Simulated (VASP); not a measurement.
# Pt2Br3 (P-3m1) in VASP: notebook

Pt2Br3 is run at these levels: PBE; tasks: single point, relaxation of cell and atoms.

Program: VASP 6.6.1. These are calculated values, not measurements. Logs are shortened: lines on timing, memory, paths and dates and some standing lists are left out, and cuts for length are marked.

## Step 1: The cell of the first run

Symmetry: P-3m1, No. 164, trigonal system. The conventional cell has a = 3.979 Å, b = 3.979 Å, c = 9.487 Å, α = 90.00°, β = 90.00°, γ = 120.00°. Pt (site symmetry 3m) has 6 Br at 2.62 to 2.74 Å within 3.5 Å. Br (site symmetry -3m) has 6 Pt at 2.74 Å and 6 Br at 3.59 Å within 3.6 Å. Br (site symmetry 3m) has 3 Pt at 2.62 Å and 3 Br at 3.59 Å within 3.6 Å.

## Step 2: Single point, PBE

Contents of INCAR:

```
  PREC = Accurate
  ENCUT = 500
  EDIFF = 1E-6
  ISMEAR = 0
  SIGMA = 0.1
  LREAL = False
  LASPH = True
  NELM = 120
  ALGO = Normal
  ISIF = 2
  LWAVE = False
  LCHARG = True
  GGA = PE
  LELF = True
  LVHAR = True
  NBANDS = 28
  GGA_COMPAT = False
```

Contents of KPOINTS:

```
Automatic mesh
0
Gamma
  12 12 4
```

Contents of POSCAR:

```
Pt2Br3
1.0
    3.9785085026      0.0000000000      0.0000000000
   -1.9892542513      3.4454894324      0.0000000000
    0.0000000000      0.0000000000      9.4868586349
Pt Br
2 3
Direct
    0.3333333333      0.6666666667      0.1584178582
    0.6666666667      0.3333333333      0.8415821418
    0.0000000000      0.0000000000      0.0000000000
    0.3333333333      0.6666666667      0.7089335412
    0.6666666667      0.3333333333      0.2910664588
```

Potentials or basis: VASP PAW PBE potentials, release 64 (Pt, Br).

Launch:

```console
cat potpaw_PBE.64/Pt/POTCAR potpaw_PBE.64/Br/POTCAR > POTCAR
mpirun -np 1 vasp_std > vasp.out
```

OUTCAR:

```text
PREC = Accurate
   ENCUT = 500
   EDIFF = 1E-6
   ISMEAR = 0
   LREAL = False
   LASPH = True
   NELM = 120
   ISIF = 2
   GGA = PE

 ion  position               nearest neighbor table
   1  0.333  0.667  0.158-   5 2.62   5 2.62   5 2.62   3 2.74   3 2.74   3 2.74
   2  0.667  0.333  0.842-   4 2.62   4 2.62   4 2.62   3 2.74   3 2.74   3 2.74
   3  0.000  0.000  0.000-   2 2.74   1 2.74   2 2.74   1 2.74   2 2.74   1 2.74
   4  0.333  0.667  0.709-   2 2.62   2 2.62   2 2.62
   5  0.667  0.333  0.291-   1 2.62   1 2.62   1 2.62

  LATTYP: Found a hexagonal cell.
 ALAT       =     3.9785085026
 C/A-ratio  =     2.3845264196

  Lattice vectors:

 A1 = (   3.9785085026,   0.0000000000,   0.0000000000)
 A2 = (  -1.9892542513,   3.4454894324,   0.0000000000)
 A3 = (   0.0000000000,   0.0000000000,   9.4868586349)

Analysis of symmetry for initial positions (statically):
=====================================================================
 Subroutine PRICEL returns:
 Original cell was already a primitive cell.

 Routine SETGRP: Setting up the symmetry group for a
 hexagonal supercell.

 Subroutine GETGRP returns: Found 12 space group operations
 (whereof 12 operations were pure point group operations)
 out of a pool of 24 trial point group operations.

The static configuration has the point symmetry D_3d.

Analysis of symmetry for dynamics (positions and initial velocities):
=====================================================================
 Subroutine PRICEL returns:
 Original cell was already a primitive cell.

 Routine SETGRP: Setting up the symmetry group for a
 hexagonal supercell.

 Subroutine GETGRP returns: Found 12 space group operations
 (whereof 12 operations were pure point group operations)
 out of a pool of 24 trial point group operations.

The dynamic configuration has the point symmetry D_3d.

 Subroutine INISYM returns: Found 12 space group operations
 (whereof 12 operations are pure point group operations),
 and found     1 'primitive' translations

----------------------------------------------------------------------------------------

                                     Primitive cell

  volume of cell :     130.0450

  direct lattice vectors                    reciprocal lattice vectors
     3.978508503  0.000000000  0.000000000     0.251350475  0.145117264  0.000000000
    -1.989254251  3.445489432  0.000000000     0.000000000  0.290234528  0.000000000
     0.000000000  0.000000000  9.486858635     0.000000000  0.000000000  0.105408970

  length of vectors
     3.978508503  3.978508503  9.486858635     0.290234528  0.290234528  0.105408970

  position of ions in fractional coordinates (direct lattice)
     0.333333333  0.666666667  0.158417858
     0.666666667  0.333333333  0.841582142
     0.000000000  0.000000000  0.000000000
     0.333333333  0.666666667  0.708933541
     0.666666667  0.333333333  0.291066459

  ion indices of the primitive-cell ions
   primitive index   ion index
                 1           1
                 2           2
                 3           3
                 4           4
                 5           5

----------------------------------------------------------------------------------------

 KPOINTS: Automatic mesh

Automatic generation of k-mesh.
 Grid dimensions read from file:
 generate k-points for:   12   12    4

 Generating k-lattice:

  Cartesian coordinates                     Fractional coordinates (reciprocal lattice)
     0.020945873  0.012093105  0.000000000     0.083333333  0.000000000  0.000000000
     0.000000000  0.024186211  0.000000000     0.000000000  0.083333333  0.000000000
     0.000000000  0.000000000  0.026352243     0.000000000  0.000000000  0.250000000

  Length of vectors
     0.024186211  0.024186211  0.026352243

  Shift w.r.t. Gamma in fractional coordinates (k-lattice)
     0.000000000  0.000000000  0.000000000

 Subroutine IBZKPT returns following result:
 ===========================================

 Found     69 irreducible k-points:

 Following reciprocal coordinates:
[... 50 lines left out ...]
      2     -12.1385      2.00000
      3     -12.0104      2.00000
      4      -2.8768      2.00000
      5      -2.2783      2.00000
      6      -1.9831      2.00000
[... 20 lines left out ...]
     27       9.9266      0.00000
     28      10.7427      0.00000

 k-point     4 :       0.2500   -0.0000    0.0000
  band No.  band energies     occupation
      1     -13.1363      2.00000
      2     -12.0656      2.00000
      3     -11.9957      2.00000
      4      -2.8531      2.00000
      5      -2.5240      2.00000
      6      -1.9079      2.00000
[... 20 lines left out ...]
     27      10.1248      0.00000
     28      11.3178      0.00000

 k-point     5 :       0.3333   -0.0000    0.0000
  band No.  band energies     occupation
      1     -13.0206      2.00000
      2     -11.9923      2.00000
      3     -11.9720      2.00000
      4      -3.0824      2.00000
      5      -2.5993      2.00000
      6      -1.8519      2.00000
[... 20 lines left out ...]
     27      10.6965      0.00000
     28      11.3152      0.00000

 k-point     6 :       0.4167   -0.0000    0.0000
  band No.  band energies     occupation
      1     -12.9374      2.00000
      2     -11.9466      2.00000
      3     -11.9386      2.00000
      4      -3.4120      2.00000
      5      -2.4245      2.00000
      6      -1.8304      2.00000
[... 463 lines left out ...]
      5      -2.1184      2.00000
      6      -2.0455      2.00000
[... 20 lines left out ...]
     27      10.1893      0.00000
     28      10.3521      0.00000

 k-point    22 :       0.0000    0.0833    0.2500
  band No.  band energies     occupation
      1     -13.3348      2.00000
      2     -12.2075      2.00000
      3     -12.0017      2.00000
      4      -2.9478      2.00000
      5      -2.1166      2.00000
      6      -2.0457      2.00000
[... 20 lines left out ...]
     27      10.2195      0.00000
     28      10.4506      0.00000

 k-point    23 :       0.1667   -0.0000    0.2500
  band No.  band energies     occupation
      1     -13.2511      2.00000
      2     -12.1539      2.00000
      3     -11.9956      2.00000
      4      -2.8945      2.00000
      5      -2.2573      2.00000
      6      -1.9845      2.00000
[... 20 lines left out ...]
     27      10.2980      0.00000
     28      10.7190      0.00000

 k-point    24 :       0.0000    0.1667    0.2500
  band No.  band energies     occupation
      1     -13.2512      2.00000
      2     -12.1533      2.00000
      3     -11.9962      2.00000
      4      -2.8918      2.00000
      5      -2.2569      2.00000
      6      -1.9845      2.00000
[... 20 lines left out ...]
     27      10.5036      0.00000
     28      10.7580      0.00000

 [... further k-points ...]

------------------------ aborting loop because EDIFF is reached ----------------------------------------

  FORCE on cell =-STRESS in cart. coord.  units (eV):
  Direction    XX          YY          ZZ          XY          YZ          ZX
  --------------------------------------------------------------------------------------
  -------------------------------------------------------------------------------------
  Total       -0.0534530     -0.0534530     -0.0389359      0.0000000      0.0000000      0.0000000
  in kB       -0.6585510     -0.6585510     -0.4796969      0.0000000      0.0000000      0.0000000
  external PRESSURE =      -0.5989329 kB  Pullay stress =       0.0000000 kB

 VOLUME and BASIS-vectors are now :
 -----------------------------------------------------------------------------
  energy-cutoff  :      500.00
  volume of cell :      130.04
      direct lattice vectors                 reciprocal lattice vectors
     3.978508503  0.000000000  0.000000000     0.251350475  0.145117264  0.000000000
    -1.989254251  3.445489432  0.000000000     0.000000000  0.290234528  0.000000000
     0.000000000  0.000000000  9.486858635     0.000000000  0.000000000  0.105408970

 POSITION                                       TOTAL-FORCE (eV/Angst)
 -----------------------------------------------------------------------------------
     -0.00000      2.29699      1.50289         0.000000     -0.000000      0.000257
      1.98925      1.14850      7.98397        -0.000000      0.000000     -0.000257
      0.00000      0.00000      0.00000        -0.000000      0.000000      0.000000
     -0.00000      2.29699      6.72555        -0.000000     -0.000000      0.002617
      1.98925      1.14850      2.76131         0.000000      0.000000     -0.002617
 -----------------------------------------------------------------------------------
    total drift:                               -0.000000      0.000000     -0.000000

  FREE ENERGIE OF THE ION-ELECTRON SYSTEM (eV)
  ---------------------------------------------------
  free  energy   TOTEN  =       -16.0920792729 eV

  energy  without entropy=      -16.0788226567  energy(sigma->0) =      -16.08545096
```

It took 5.2 min on 1 thread of AMD EPYC 9755, shared host; peak memory 0.34 GiB.

Results:

```
Free energy            : -16.0921 eV
Pressure               : -0.1 GPa
Band gap on the k mesh : zero (an odd number of electrons rules out a gap without spin polarisation)
```

Forces on the atoms (eV/Å):
```
Pt   0.000  0.000  0.000
Pt   0.000  0.000  0.000
Br   0.000  0.000  0.000
Br   0.000  0.000  0.003
Br   0.000  0.000 -0.003
```

Caveat: spin-orbit coupling is left out, which moves the levels of the heavy elements; this functional lacks dispersion, which binds layers or chains, so the pressure and a relaxed spacing across them are unreliable; an odd number of electrons without spin polarisation forces a metal; a magnetic or distorted state may lie lower.

## Step 3: Relaxation of cell and atoms, PBE

This run uses another cell than the first one, of 23.35 Å³/atom.

Contents of INCAR:

```
ALGO = Normal
EDIFF = 1E-7
EDIFFG = -0.04
ENCUT = 500
GGA = PE
GGA_COMPAT = False
IBRION = 2
ISIF = 3
ISMEAR = 0
LASPH = True
LCHARG = False
LREAL = False
LWAVE = False
NELM = 120
NELMIN = 4
NSW = 90
PREC = Accurate
SIGMA = 0.1
```

Contents of KPOINTS:

```
k-points
0
Gamma
  6 6 4
```

Contents of POSCAR:

```
Pt2Br3
1.0
    4.4247621300      0.0000000000      0.0000000000
   -2.2123810650      3.8319564103      0.0000000000
    0.0000000000      0.0000000000      6.8842111312
Pt Br
2 3
Direct
    0.3333333333      0.6666666667      0.2450000000
    0.6666666667      0.3333333333      0.7550000000
    0.0000000000      0.0000000000      0.0000000000
    0.3333333333      0.6666666667      0.6450000000
    0.6666666667      0.3333333333      0.3550000000
```

Potentials or basis: VASP PAW PBE potentials, release 64 (Pt, Br).

Launch:

```console
cat potpaw_PBE.64/Pt/POTCAR potpaw_PBE.64/Br/POTCAR > POTCAR
mpirun -np 1 vasp_std > vasp.out
```

It took 23 min on 1 thread of AMD EPYC 9755, shared host; peak memory 0.23 GiB.

It converged, with:

```yaml
Free_energy: -16.0268 eV
Relaxed_volume: 24.31 Å³/atom
Relaxed_cell: a = 3.986 Å, b = 3.986 Å, c = 8.836 Å, α = 90.00°, β = 90.00°, γ = 120.00°
Space_group_after_relaxing_to_0.1_Å: P-3m1 (No. 164)
Energy_gained_by_relaxing: 323.4 meV/atom
Ionic_steps: 23
Pressure_after_relaxing: 0.0 GPa
Largest_force_after_relaxing: 0.032 eV/Å
Band_gap_on_the_k_mesh: zero (an odd number of electrons rules out a gap without spin polarisation)
```

Forces on the atoms (eV/Å):
```
Pt   0.000  0.000 -0.030
Pt   0.000  0.000  0.030
Br   0.000  0.000  0.000
Br   0.000  0.000  0.032
Br   0.000  0.000 -0.032
```

Stress tensor (GPa, compression positive):
```
 0.05  0.00  0.00
 0.00  0.05  0.00
 0.00  0.00 -0.06
```

The path:
```tsv
step	energy change (eV)	largest force (eV/Å)	pressure (GPa)	volume (Å³)
1	0.0000	1.0923	-1.16	116.73
2	-0.2742	0.8747	0.31	113.83
3	-0.3444	1.6117	12.44	104.62
4	-0.5337	1.1624	4.28	109.64
5	-0.5431	1.3074	6.42	108.06
6	-0.6373	1.3001	6.13	109.04
7	-0.8304	1.2190	5.87	111.88
8	-0.9077	1.1898	6.95	116.98
9	-1.1856	0.8072	0.77	125.86
10	-1.2076	0.6909	-1.04	129.45
11	-1.2408	0.7225	-1.06	128.82
12	-1.3479	0.7805	-1.10	126.95
13	-1.5416	0.5480	-0.75	123.25
14	-1.4622	0.9030	2.44	116.06
15	-1.6079	0.1342	-0.07	120.64
16	-1.6106	0.0068	0.16	119.99
17	-1.6105	0.0428	0.10	120.18
18	-1.6133	0.0312	-0.05	120.57
19	-1.6149	0.0866	-0.26	121.18
20	-1.6159	0.0428	0.16	120.73
21	-1.6160	0.0470	0.12	120.78
22	-1.6164	0.0432	0.09	120.97
23	-1.6171	0.0317	0.01	121.57
```

Final structure:
```
Pt Br
1.0
     3.98566    0.00000    0.00000
    -1.99283    3.45168    0.00000
     0.00000    0.00000    8.83648
Pt Br
2 3
Direct
  0.33333 0.66667 0.17052
  0.66667 0.33333 0.82948
  0.00000 0.00000 0.00000
  0.33333 0.66667 0.68799
  0.66667 0.33333 0.31201
```

Levels at points of the mesh, in eV from the Fermi level:
```tsv
k point	band 18	band 19	band 20	band 21	band 22	band 23
(0.00, 0.00, 0.00)	-1.34	-0.39	-0.39	0.96	0.96	1.00
(0.50, 0.00, 0.00)	-1.84	-0.92	-0.77	0.44	0.80	1.43
(0.00, 0.00, 0.50)	-1.41	-0.31	-0.31	0.92	0.92	1.87
(0.50, 0.00, 0.50)	-1.88	-0.96	-0.85	0.59	0.90	1.78
```

Caveat: a cell axis changed by over 15 % at a fixed basis, so the end point is rough; spin-orbit coupling is left out, which moves the levels of the heavy elements; this functional lacks dispersion, which binds layers or chains, so the pressure and a relaxed spacing across them are unreliable; an odd number of electrons without spin polarisation forces a metal; a magnetic or distorted state may lie lower.

## Step 4: Relaxation of cell and atoms, PBE

This run uses another cell than the first one, of 24.93 Å³/atom.

Contents of INCAR:

```
  ALGO = Normal
  EDIFF = 1E-7
  EDIFFG = -0.01
  ENCUT = 500
  GGA = PE
  GGA_COMPAT = F
  IBRION = 2
  ISIF = 3
  ISMEAR = 0
  LASPH = T
  LCHARG = F
  LREAL = F
  LWAVE = F
  NELM = 120
  NELMIN = 4
  NSW = 100
  PREC = Accurate
  SIGMA = 0.1
```

Contents of KPOINTS:

```
k-points
0
Gamma
  12 12 4
```

Contents of POSCAR:

```
Pt2Br3
1.0
    3.9918925029      0.0000000000      0.0000000000
   -1.9959462514      3.4570803166      0.0000000000
    0.0000000000      0.0000000000      9.0313691569
Pt Br
2 3
Direct
    0.3333333333      0.6666666667      0.1657006741
    0.6666666667      0.3333333333      0.8342993259
    0.0000000000      0.0000000000      0.0000000000
    0.3333333333      0.6666666667      0.6965645917
    0.6666666667      0.3333333333      0.3034354083
```

Launch:

```console
cat potpaw_PBE.64/Pt/POTCAR potpaw_PBE.64/Br/POTCAR > POTCAR
mpirun -np 1 vasp_std > vasp.out
```

It took 44 min on 1 thread of AMD EPYC 9755, shared host; peak memory 0.36 GiB.

It converged, with:

- Free energy: -16.0909 eV
- Relaxed volume: 25.55 Å³/atom
- Relaxed cell: a = 3.977 Å, b = 3.977 Å, c = 9.330 Å, α = 90.00°, β = 90.00°, γ = 120.00°
- Space group after relaxing (to 0.1 Å): P-3m1 (No. 164)
- Energy gained by relaxing: 0.8 meV/atom
- Ionic steps: 24
- Pressure after relaxing: 0.0 GPa
- Largest force after relaxing: 0.005 eV/Å
- Band gap on the k mesh: zero (an odd number of electrons rules out a gap without spin polarisation)

Forces on the atoms (eV/Å):
```
Pt   0.000  0.000  0.000
Pt   0.000  0.000  0.000
Br   0.000  0.000  0.000
Br   0.000  0.000  0.005
Br   0.000  0.000 -0.005
```

The path:
```csv
step,energy change (eV),largest force (eV/Å),pressure (GPa),volume (Å³)
1,0.0000,0.0159,-0.09,124.64
2,-0.0006,0.0175,0.09,124.40
3,-0.0007,0.0212,0.19,124.26
4,-0.0011,0.0153,0.14,124.39
5,-0.0016,0.0240,-0.02,124.77
6,-0.0016,0.0298,-0.04,124.84
7,-0.0017,0.0253,0.01,124.82
8,-0.0018,0.0211,0.05,124.80
9,-0.0019,0.0231,0.03,124.92
10,-0.0021,0.0298,-0.04,125.31
11,-0.0022,0.0421,-0.18,126.07
12,-0.0022,0.0415,-0.18,126.09
13,-0.0023,0.0396,-0.17,126.16
14,-0.0024,0.0359,-0.15,126.30
15,-0.0026,0.0288,-0.10,126.57
16,-0.0027,0.0407,-0.03,127.11
17,-0.0029,0.0373,-0.01,127.12
18,-0.0032,0.0262,0.03,127.16
19,-0.0036,0.0044,0.11,127.24
20,-0.0037,0.0057,0.15,127.27
21,-0.0038,0.0154,0.00,127.63
22,-0.0038,0.0157,0.00,127.64
23,-0.0039,0.0123,0.00,127.67
24,-0.0039,0.0048,-0.01,127.77
```

Final structure:
```xyz
5
Lattice="3.9766 0.0000 0.0000 -1.9883 3.4439 0.0000 0.0000 0.0000 9.3298" Properties=species:S:1:pos:R:3 pbc="T T T"
Pt    0.0000    2.2959    1.5036
Pt    1.9883    1.1480    7.8262
Br    0.0000    0.0000    0.0000
Br    0.0000    2.2959    6.5666
Br    1.9883    1.1480    2.7632
```

Levels at points of the mesh, in eV from the Fermi level:
| k point | band 18 | band 19 | band 20 | band 21 | band 22 | band 23 |
| --- | --- | --- | --- | --- | --- | --- |
| (0.00, 0.00, 0.00) | -1.34 | -0.35 | -0.35 | 0.98 | 0.98 | 1.08 |
| (0.50, 0.00, 0.00) | -1.85 | -0.89 | -0.77 | 0.51 | 0.85 | 1.50 |
| (0.00, 0.00, 0.50) | -1.42 | -0.32 | -0.32 | 0.96 | 0.96 | 1.73 |
| (0.50, 0.00, 0.50) | -1.86 | -0.92 | -0.80 | 0.61 | 0.90 | 1.72 |

Caveat: spin-orbit coupling is left out, which moves the levels of the heavy elements; this functional lacks dispersion, which binds layers or chains, so the pressure and a relaxed spacing across them are unreliable; an odd number of electrons without spin polarisation forces a metal; a magnetic or distorted state may lie lower.

## Step 5: The runs side by side

```tsv
task	cell	k mesh	gap on the mesh (eV)	pressure (GPa)	relaxed volume (Å³/atom)
single point	a = 3.979, b = 3.979, c = 9.487 Å, angles 90.0, 90.0, 120.0°, 5 atoms, atomic positions A	12 × 12 × 4	none	-0.1	-
relaxation of cell and atoms	relaxed from a = 4.425, b = 4.425, c = 6.884 Å, angles 90.0, 90.0, 120.0°, 5 atoms, atomic positions B	6 × 6 × 4	none	0.0	24.31
relaxation of cell and atoms	relaxed from a = 3.992, b = 3.992, c = 9.031 Å, angles 90.0, 90.0, 120.0°, 5 atoms, atomic positions C	12 × 12 × 4	none	0.0	25.55
```

Alike in all rows: level PBE; potentials or basis VASP PAW PBE potentials, release 64 (Pt, Br); no spin polarisation; cutoff (eV) 500; smearing gaussian 0.1 eV.

Caveats: spin-orbit coupling is left out, which moves the levels of the heavy elements; this functional lacks dispersion, which binds layers or chains, so the pressure and a relaxed spacing across them are unreliable; an odd number of electrons without spin polarisation forces a metal; a magnetic or distorted state may lie lower; a cell axis changed by over 15 % at a fixed basis, so the end point is rough (at least some runs).

Total energies depend on the potentials used, so only differences within one code and one set of settings carry meaning.
